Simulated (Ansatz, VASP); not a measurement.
# Two plane-wave programs on Zn2CdO3

The input INCAR:

```
ALGO     = Normal         # electronic algorithm
EDIFF    = 1E-6           # SCF threshold, eV
ENCUT    = 520            # plane-wave cutoff, eV
GGA      = PE             # functional
ISIF     = 2              # what is computed and relaxed
ISMEAR   = 0              # smearing method
ISPIN    = 2              # spin polarisation
LASPH    = True           # aspherical terms in the spheres
LCHARG   = False          # write CHGCAR
LORBIT   = 11             # projections on sites
LREAL    = False          # projectors in reciprocal space
LWAVE    = False          # write WAVECAR
MAGMOM   = 0 0 0 1 1 1    # initial moments
NBANDS   = 40             # bands
NELM     = 150            # most SCF steps
PREC     = Accurate       # precision mode
SIGMA    = 0.1            # smearing width, eV
```

File KPOINTS:

```
k-points
0
Gamma
  4 4 4
```

Contents of POSCAR:

```
Zn2CdO3
1.0
    4.0456476300      0.0000000000      0.0000000000
    0.0000000000      4.0456476300      0.0000000000
    0.0000000000      0.0000000000      6.0652068700
Zn Cd O
2 1 3
Direct
    0.5000000000      0.5000000000      0.5051124400
    0.0000000000      0.0000000000      0.7009377300
    0.0000000000      0.0000000000      0.0566165800
    0.5000000000      0.0000000000      0.9065484600
    0.0000000000      0.5000000000      0.9065484600
    0.5000000000      0.5000000000      0.1208049700
```

Input for Ansatz:

```yaml
crystal:
  lattice:
    - [4.04564763, 0.0, 0.0]
    - [0.0, 4.04564763, 0.0]
    - [0.0, 0.0, 6.06520687]
  atoms:
    - { symbol: Zn, position: [0.5, 0.5, 0.50511244] }
    - { symbol: Zn, position: [0.0, 0.0, 0.70093773] }
    - { symbol: Cd, position: [0.0, 0.0, 0.05661658] }
    - { symbol: O, position: [0.5, 0.0, 0.90654846], spin: 1.0 }
    - { symbol: O, position: [0.0, 0.5, 0.90654846], spin: 1.0 }
    - { symbol: O, position: [0.5, 0.5, 0.12080497], spin: 1.0 }
basis:
  ecutwfc: 420
kpoints:
  mp_grid: { grid: [4, 4, 4] }
hamiltonian:
  xc: pbe
scf:
  occupations: { method: gaussian, width: 0.1 }
  lower_state_search: "off"
output:
  forces: true
  stress: true
  eigenvalues: true
  populations: true
magnetization:
  spin_polarized: true
```

Alike in both runs: task single point; functional PBE; k mesh 4 × 4 × 4; occupations gaussian, width 0.1 eV; collinear spin.

```csv
,VASP,Ansatz
version,VASP 6.6.1,Ansatz 0.2.0
potentials or method,"VASP PAW PBE potentials, release 64 (Zn, Cd, O), cutoff 520 eV","scalar-relativistic, plane waves, PAW"
valence electrons in the cell,54,62
```

```csv
,VASP,Ansatz,Ansatz less VASP
gap on the k mesh at the Fermi level (eV),none,none,-
pressure (GPa),0.3,-0.4,-0.78
"traceless stress, the component that is largest in VASP (GPa)",8.30,7.96,-0.339
rms of the force components (eV/Å),1.935,1.828,-0.1072
net moment per atom (μB),0.34,0.34,-0.001
size of the moment on the site where the two differ most (μB),0.80,0.90,+0.104
```

Site moments also hang on the region over which each program counts them. Atom by atom the forces differ by 0.114 eV/Å (rms over components). A gap of «none» marks a metal or a gap that the smearing closes. VASP's potentials hold 54 valence electrons a cell and Ansatz's 62, so a difference there can come from the potentials and not from the codes.

The k mesh is coarse, so the values compare programs but aren't converged.
